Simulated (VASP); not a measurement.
# K (Im-3m) in VASP: a series of runs

K is run at these levels: PBE; tasks: single point.

Program: VASP 6.6.1. These are calculated values, not measurements. Logs are shortened: lines on timing, memory, paths and dates and some standing lists are left out, and cuts for length are marked.

**1. The cell of the first run**

It takes space group Im-3m (No. 229, cubic). The conventional cell has a = 3.338 Å, b = 3.338 Å, c = 3.338 Å, α = 90.00°, β = 90.00°, γ = 90.00°. K (site symmetry m-3m) has 14 K at 2.89 to 3.34 Å within 3.8 Å.

**2. Single point, PBE**

The input, INCAR:

```
SYSTEM = K
PREC     = Accurate       ! precision mode
ENCUT    = 520            ! plane-wave cutoff, eV
EDIFF    = 1E-6           ! SCF threshold, eV
ISMEAR   = 0              ! smearing method
SIGMA    = 0.1            ! smearing width, eV
LREAL    = .False.        ! projectors in reciprocal space
LASPH    = .True.         ! aspherical terms in the spheres
NELM     = 60             ! most SCF steps
ALGO     = Fast           ! electronic algorithm
ISIF     = 2              ! what is computed and relaxed
LWAVE    = .False.        ! write WAVECAR
LCHARG   = .False.        ! write CHGCAR
GGA      = PE             ! functional
NBANDS   = 10             ! bands
```

The input, KPOINTS:

```
Automatic mesh
0
Gamma
  16 16 16
  0 0 0
```

The input, POSCAR:

```
K
1.0
   -1.6688385577      1.6688385577      1.6688385577
    1.6688385577     -1.6688385577      1.6688385577
    1.6688385577      1.6688385577     -1.6688385577
K
1
Direct
    0.0000000000      0.0000000000      0.0000000000
```

Potentials or basis: VASP PAW PBE potentials, release 64 (K_sv).

Launch:

```bash
> cat potpaw_PBE.64/K_sv/POTCAR > POTCAR
> mpirun -np 1 vasp_std > vasp.out
```

OUTCAR:

```text
SYSTEM = K
   PREC = Accurate
   ENCUT = 520
   EDIFF = 1E-6
   ISMEAR = 0
   LREAL = .False.
   LASPH = .True.
   NELM = 60
   ISIF = 2
   GGA = PE

 ion  position               nearest neighbor table
   1  0.000  0.000  0.000-

  LATTYP: Found a body centered cubic cell.
 ALAT       =     3.3376771154

  Lattice vectors:

 A1 = (  -1.6688385577,   1.6688385577,   1.6688385577)
 A2 = (   1.6688385577,  -1.6688385577,   1.6688385577)
 A3 = (   1.6688385577,   1.6688385577,  -1.6688385577)

Analysis of symmetry for initial positions (statically):
=====================================================================
 Subroutine PRICEL returns:
 Original cell was already a primitive cell.

 Routine SETGRP: Setting up the symmetry group for a
 body centered cubic supercell.

 Subroutine GETGRP returns: Found 48 space group operations
 (whereof 48 operations were pure point group operations)
 out of a pool of 48 trial point group operations.

The static configuration has the point symmetry O_h .

Analysis of symmetry for dynamics (positions and initial velocities):
=====================================================================
 Subroutine PRICEL returns:
 Original cell was already a primitive cell.

 Routine SETGRP: Setting up the symmetry group for a
 body centered cubic supercell.

 Subroutine GETGRP returns: Found 48 space group operations
 (whereof 48 operations were pure point group operations)
 out of a pool of 48 trial point group operations.

The dynamic configuration has the point symmetry O_h .

 Subroutine INISYM returns: Found 48 space group operations
 (whereof 48 operations are pure point group operations),
 and found     1 'primitive' translations

----------------------------------------------------------------------------------------

                                     Primitive cell

  volume of cell :      18.5910

  direct lattice vectors                    reciprocal lattice vectors
    -1.668838558  1.668838558  1.668838558     0.000000000  0.299609568  0.299609568
     1.668838558 -1.668838558  1.668838558     0.299609568  0.000000000  0.299609568
     1.668838558  1.668838558 -1.668838558     0.299609568  0.299609568  0.000000000

  length of vectors
     2.890513172  2.890513172  2.890513172     0.423711915  0.423711915  0.423711915

  position of ions in fractional coordinates (direct lattice)
     0.000000000  0.000000000  0.000000000

  ion indices of the primitive-cell ions
   primitive index   ion index
                 1           1

----------------------------------------------------------------------------------------

 KPOINTS: Automatic mesh

Automatic generation of k-mesh.
 Grid dimensions read from file:
 generate k-points for:   16   16   16

 Generating k-lattice:

  Cartesian coordinates                     Fractional coordinates (reciprocal lattice)
     0.000000000  0.018725598  0.018725598     0.062500000  0.000000000  0.000000000
     0.018725598  0.000000000  0.018725598     0.000000000  0.062500000  0.000000000
     0.018725598  0.018725598  0.000000000     0.000000000  0.000000000  0.062500000

  Length of vectors
     0.026481995  0.026481995  0.026481995

  Shift w.r.t. Gamma in fractional coordinates (k-lattice)
     0.000000000  0.000000000  0.000000000

 Subroutine IBZKPT returns following result:
 ===========================================

 Found    145 irreducible k-points:

 Following reciprocal coordinates:
            Coordinates               Weight
  0.000000  0.000000  0.000000      1.000000
  0.062500  0.000000  0.000000     12.000000
  0.125000  0.000000  0.000000     12.000000
  0.187500  0.000000  0.000000     12.000000
  0.250000  0.000000  0.000000     12.000000
  0.312500  0.000000  0.000000     12.000000
[... 16 lines left out ...]
  0.187500  0.187500  0.000000     24.000000
  0.250000  0.187500  0.000000     48.000000
 [... further k-points ...]
   k-points           NKPTS =    145   k-points in BZ     NKDIM =    145   number of bands    NBANDS=     10
   number of dos      NEDOS =    301   number of ions     NIONS =      1
   total plane-waves  NPLWV =  13824
   dimension x,y,z NGX =    24 NGY =   24 NGZ =   24
   dimension x,y,z NGXF=    48 NGYF=   48 NGZF=   48
   ions per type =               1
   NGX,Y,Z   is equivalent  to a cutoff of  13.80, 13.80, 13.80 a.u.
   NGXF,Y,Z  is equivalent  to a cutoff of  27.61, 27.61, 27.61 a.u.
 SYSTEM =  K
   PREC   = accura    normal or accurate (medium, high low for compatibility)
   ISTART =      0    job   : 0-new  1-cont  2-samecut
   ICHARG =      2    charge: 1-file 2-atom 10-const
   ISPIN  =      1    spin polarized calculation?
   LNONCOLLINEAR =      F non collinear calculations
   LSORBIT =      F    spin-orbit coupling
   LASPH  =      T    aspherical Exc in radial PAW
   ENCUT  =  520.0 eV  38.22 Ry    6.18 a.u.   5.37  5.37  5.37*2*pi/ulx,y,z
   NELM   =     60;   NELMIN=  2; NELMDL= -5     # of ELM steps
   EDIFF  = 0.1E-05   stopping-criterion for ELM
   LREAL  =      F    real-space projection
   EDIFFG = 0.1E-04   stopping-criterion for IOM
   NSW    =      0    number of steps for IOM
   IBRION =     -1    ionic relax: 0-MD 1-quasi-New 2-CG
   NFREE  =      0    steps in history (QN), initial steepest desc. (CG)
   ISIF   =      2    stress and relaxation
   ISYM   =      2    0-nonsym 1-usesym 2-fastsym
   POTIM  = 0.5000    time-step for ionic-motion
   TEBEG  =    0.0;   TEEND  =   0.0 temperature during run
   PSTRESS=    0.0 pullay stress
   NELECT =       9.0000    total number of electrons
   NUPDOWN=      -1.0000    fix difference up-down
   EMIN   =  10.00;   EMAX   =-10.00  energy-range for DOS
   EFERMI =   0.00;   METHOD = LEGACY
   ISMEAR =     0;   SIGMA  =   0.10  broadening in eV -4-tet -1-fermi 0-gaus
   EFERMI_NEDOS =   21; number of points for ismear=-14 and -15
   IALGO  =     68    algorithm
   IMIX   =      4    mixing-type and parameters
     AMIX     =   0.40;   BMIX     =  1.00
     AMIX_MAG =   1.60;   BMIX_MAG =  1.00
  volume/ion in A,a.u.               =      18.59       125.46
  Fermi-wavevector in a.u.,A,eV,Ry     =   1.285448  2.429145 22.481965  1.652378
  Thomas-Fermi vector in A             =   2.417582
   LORBIT       =      0    0 simple, 1 ext, 2 COOP (PROOUT), +10 PAW based schemes
   GGA     = PE    functional components
   LHFCALC =     F    Hartree Fock is set to
   AEXX    =    0.0000 exact exchange contribution
   IVDW    =     0    specifies the selected vdW correction
   LEPSILON=     F    determine dielectric tensor
   LRPA    =     F    only Hartree local field effects (RPA)
 non-spin polarized calculation
 RMM-DIIS sequential band-by-band and
 Gauss-broadening in eV      SIGMA  =   0.10
  energy-cutoff  :      520.00
  volume of cell :       18.59
 maximum number of plane-waves:       531
 NGX is ok and might be reduce to    24
   NGX = 11   NGY = 11   NGZ = 11

 number of electron       9.0000000 magnetization

 Free energy of the ion-electron system (eV)
  ---------------------------------------------------
  ext. energy  EPLUGINS =         0.00000000
  ---------------------------------------------------
  free energy    TOTEN  =         1.99193709 eV

  energy without entropy =        1.99820803  energy(sigma->0) =        1.99507256

 E-fermi :   5.9920     XC(G=0): -10.4098

 val. band max:        5.9906535606   @ k =  -0.4375   0.4375   0.1875
 cond. band min:       6.0074085648   @ k =   0.5000   0.5000   0.3125
 fundamental gap:      0.0167550042
 Fermi energy:         5.9920398915

 k-point     1 :       0.0000    0.0000    0.0000
  band No.  band energies     occupation
      1     -27.6819      2.00000
      2      -9.2501      2.00000
      3      -9.2501      2.00000
      4      -9.2501      2.00000
      5       3.1737      2.00000
      6      10.5321      0.00000
      7      10.5321      0.00000
      8      10.5321      0.00000
      9      13.1528      0.00000
     10      13.1528      0.00000

 k-point     2 :       0.0625    0.0000    0.0000
  band No.  band energies     occupation
      1     -27.6526      2.00000
      2      -9.3940      2.00000
      3      -9.2855      2.00000
      4      -9.2534      2.00000
      5       3.3718      2.00000
      6      10.3817      0.00000
      7      10.4633      0.00000
      8      10.7086      0.00000
      9      12.9054      0.00000
     10      13.1413      0.00000

 k-point     3 :       0.1250    0.0000    0.0000
  band No.  band energies     occupation
      1     -27.5683      2.00000
      2      -9.7872      2.00000
      3      -9.3847      2.00000
      4      -9.2630      2.00000
      5       3.9095      2.00000
      6       9.9888      0.00000
      7      10.1592      0.00000
      8      11.2283      0.00000
      9      12.5543      0.00000
     10      13.1308      0.00000

 k-point     4 :       0.1875    0.0000    0.0000
  band No.  band energies     occupation
      1     -27.4388      2.00000
      2     -10.3381      2.00000
      3      -9.5291      2.00000
      4      -9.2777      2.00000
      5       4.6243      2.00000
      6       9.4755      0.00000
      7       9.6185      0.00000
      8      12.0623      0.00000
      9      12.5601      0.00000
     10      13.1743      0.00000

 k-point     5 :       0.2500    0.0000    0.0000
  band No.  band energies     occupation
      1     -27.2806      2.00000
      2     -10.9441      2.00000
      3      -9.6935      2.00000
      4      -9.2954      2.00000
      5       5.2406      2.00000
      6       8.9521      0.00000
      7       9.2452      0.00000
      8      12.8640      0.00000
      9      13.1638      0.00000
     10      13.3201      0.00000

 k-point     6 :       0.3125    0.0000    0.0000
  band No.  band energies     occupation
      1     -27.1160      2.00000
      2     -11.5153      2.00000
      3      -9.8521      2.00000
      4      -9.3134      2.00000
      5       5.4565      2.00000
      6       8.4923      0.00000
      7       9.4417      0.00000
      8      13.2697      0.00000
      9      13.5910      0.00000
     10      14.4619      0.00000
[... 183 lines left out ...]
 k-point    21 :       0.3750    0.1250    0.0000
  band No.  band energies     occupation
      1     -26.8379      2.00000
      2     -12.1567      2.00000
      3     -10.2756      2.00000
      4      -9.4926      2.00000
      5       5.6865      1.99998
      6       7.9987      0.00000
      7      10.1137      0.00000
      8      13.3277      0.00000
      9      14.7331      0.00000
     10      17.5042      0.00000

 k-point    22 :       0.4375    0.1250    0.0000
  band No.  band energies     occupation
      1     -26.8048      2.00000
      2     -12.2432      2.00000
      3     -10.3166      2.00000
      4      -9.4978      2.00000
      5       5.6094      2.00000
      6       7.9498      0.00000
      7      10.3739      0.00000
      8      13.3575      0.00000
      9      14.8671      0.00000
     10      18.0077      0.00000

 k-point    23 :       0.1875    0.1875    0.0000
  band No.  band energies     occupation
      1     -27.0787      2.00000
      2     -11.4266      2.00000
      3     -10.0034      2.00000
      4      -9.4945      2.00000
      5       6.2504      0.00026
      6       8.1372      0.00000
      7       8.9585      0.00000
      8      12.4257      0.00000
      9      14.4029      0.00000
     10      15.0392      0.00000

 k-point    24 :       0.2500    0.1875    0.0000
  band No.  band energies     occupation
      1     -26.9450      2.00000
      2     -11.7285      2.00000
      3     -10.2644      2.00000
      4      -9.5399      2.00000
      5       6.4565      0.00000
      6       7.9458      0.00000
      7       9.0831      0.00000
      8      12.7564      0.00000
      9      14.6008      0.00000
     10      16.3588      0.00000

 [... further k-points ...]

------------------------ aborting loop because EDIFF is reached ----------------------------------------

  FORCE on cell =-STRESS in cart. coord.  units (eV):
  Direction    XX          YY          ZZ          XY          YZ          ZX
  --------------------------------------------------------------------------------------
  -------------------------------------------------------------------------------------
  Total        4.7194349      4.7194349      4.7194349     -0.0000000      0.0000000     -0.0000000
  in kB      406.7219542    406.7219542    406.7219542     -0.0000000      0.0000000     -0.0000000
  external PRESSURE =     406.7219542 kB  Pullay stress =       0.0000000 kB

 VOLUME and BASIS-vectors are now :
 -----------------------------------------------------------------------------
  energy-cutoff  :      520.00
  volume of cell :       18.59
      direct lattice vectors                 reciprocal lattice vectors
    -1.668838558  1.668838558  1.668838558     0.000000000  0.299609568  0.299609568
     1.668838558 -1.668838558  1.668838558     0.299609568  0.000000000  0.299609568
     1.668838558  1.668838558 -1.668838558     0.299609568  0.299609568  0.000000000

 POSITION                                       TOTAL-FORCE (eV/Angst)
 -----------------------------------------------------------------------------------
      0.00000      0.00000      0.00000         0.000000      0.000000      0.000000
 -----------------------------------------------------------------------------------
    total drift:                                0.000000      0.000000      0.000000

  FREE ENERGIE OF THE ION-ELECTRON SYSTEM (eV)
  ---------------------------------------------------
  free  energy   TOTEN  =         1.9919370892 eV

  energy  without entropy=        1.9982080252  energy(sigma->0) =        1.99507256
```

It took 30 s on 1 thread of Intel Xeon Platinum 8259CL at 2.50GHz (Skylake/Cascade Lake), shared host; peak memory 0.15 GiB.

What came out:

| Item | Value |
| --- | --- |
| Free energy | 1.9919 eV |
| Pressure | 40.7 GPa |
| Band gap on the k mesh | zero (an odd number of electrons rules out a gap without spin polarisation) |

Levels at points of the mesh, in eV from the Fermi level:
```csv
k point,band 2,band 3,band 4,band 5,band 6,band 7,band 8,band 9
"(0.00, 0.00, 0.00)",-15.24,-15.24,-15.24,-2.82,4.54,4.54,4.54,7.16
"(0.50, 0.00, 0.00)",-18.38,-16.09,-15.34,-0.93,1.85,5.18,7.73,8.54
"(0.50, 0.50, 0.50)",-17.16,-17.16,-17.16,-1.46,-1.46,10.55,10.55,10.55
```

Caveat: the cell stands under pressure.

**3. Single point, PBE**

This run uses another cell than the first one, of 27.55 Å³/atom.

The input, INCAR:

```
SYSTEM = K
  PREC = Accurate
  ENCUT = 520
  EDIFF = 1E-7
  ISMEAR = 0
  SIGMA = 0.1
  LREAL = .False.
  LASPH = .True.
  NELM = 60
  ALGO = Normal
  ISIF = 2
  LWAVE = .False.
  LCHARG = .False.
  GGA = PE
  NBANDS = 10
```

The input, KPOINTS:

```
Automatic mesh
0
Gamma
  14 14 14
  0 0 0
```

The input, POSCAR:

```
K
1.0
   -1.9026610865      1.9026610865      1.9026610865
    1.9026610865     -1.9026610865      1.9026610865
    1.9026610865      1.9026610865     -1.9026610865
K
1
Direct
    0.0000000000      0.0000000000      0.0000000000
```

Potentials or basis: VASP PAW PBE potentials, release 64 (K_sv).

Launch:

```bash
> cat potpaw_PBE.64/K_sv/POTCAR > POTCAR
> mpirun -np 1 vasp_std > vasp.out
```

It took 28 s on 1 thread of Intel Xeon Platinum 8259CL at 2.50GHz (Skylake/Cascade Lake), shared host; peak memory 0.17 GiB.

Results (log left out):

* Free energy: 0.3521 eV
* Pressure: 20.1 GPa
* Band gap on the k mesh: zero (an odd number of electrons rules out a gap without spin polarisation)

Levels at points of the mesh, in eV from the Fermi level:
| k point | band 2 | band 3 | band 4 | band 5 | band 6 | band 7 | band 8 | band 9 |
| --- | --- | --- | --- | --- | --- | --- | --- | --- |
| (0.00, 0.00, 0.00) | -15.47 | -15.47 | -15.47 | -3.54 | 4.57 | 4.57 | 4.57 | 6.48 |
| (0.50, 0.00, 0.00) | -16.77 | -15.84 | -15.50 | -0.38 | 2.43 | 2.52 | 6.69 | 7.47 |
| (0.50, 0.50, 0.50) | -16.29 | -16.29 | -16.29 | -0.08 | -0.08 | 7.86 | 7.86 | 7.86 |

Caveat: the cell stands under pressure.

(Part 1 of 2 ends here.)
